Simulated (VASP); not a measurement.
Runs of VASP 6.6.1 on MgSe. The structure is cubic, space group Fm-3m (No. 225). The conventional cell has a = 5.467 Å, b = 5.467 Å, c = 5.467 Å, α = 90.00°, β = 90.00°, γ = 90.00°. Within 3.6 Å of Mg (site symmetry m-3m) lie 6 Se at 2.73 Å. Se (site symmetry m-3m) has 6 Mg at 2.73 Å within 3.6 Å. 

```csv
level,potentials or basis,spin,k mesh,cutoff (eV),smearing,gap on the mesh (eV),pressure (GPa),moment (μB)
PBE,"VASP PAW PBE potentials, release 64 (Mg, Se)",off,4 × 4 × 4,600,tetrahedron,1.75,1.7,-
PBE,"VASP PAW PBE potentials, release 64 (Mg, Se)","non-collinear, zero start, SOC",4 × 4 × 4,600,tetrahedron,-,1.7,0.00
PBE,"VASP PAW PBE potentials, release 64 (Mg, Se)",off,2 × 2 × 2,600,gaussian 0.1 eV,1.43,7.9,-
PBE,"VASP PAW PBE potentials, release 64 (Mg, Se)","collinear, zero start",2 × 2 × 2,600,gaussian 0.1 eV,1.43,7.9,0.00
PBE,"VASP PAW PBE potentials, release 64 (Mg, Se)",off,4 × 4 × 4,600,gaussian 0.01 eV,1.75,1.7,-
LDA,"VASP PAW LDA potentials, release 64 (Mg, Se)",off,4 × 4 × 4,600,gaussian 0.1 eV,(b),(a),-
r2SCAN,"VASP PAW PBE potentials, release 64 (Mg, Se)",off,1 × 1 × 1,660,gaussian 0.1 eV,3.04,48.9,-
PBEsol,"VASP PAW PBE potentials, release 64 (Mg, Se)",off,4 × 4 × 4,600,gaussian 0.1 eV,1.71,-0.2,-
```

Alike in all rows: task single point; cell as given.

Question: Fill in the values left out.

Answer: (a) -2.5; (b) 1.59.

Caveats: all runs use coarse meshes; the PAW data sets were made with another functional, which shifts forces and pressure a little (some runs).

A k mesh can miss the band edges, and rows without SOC leave out spin-orbit coupling on Se.
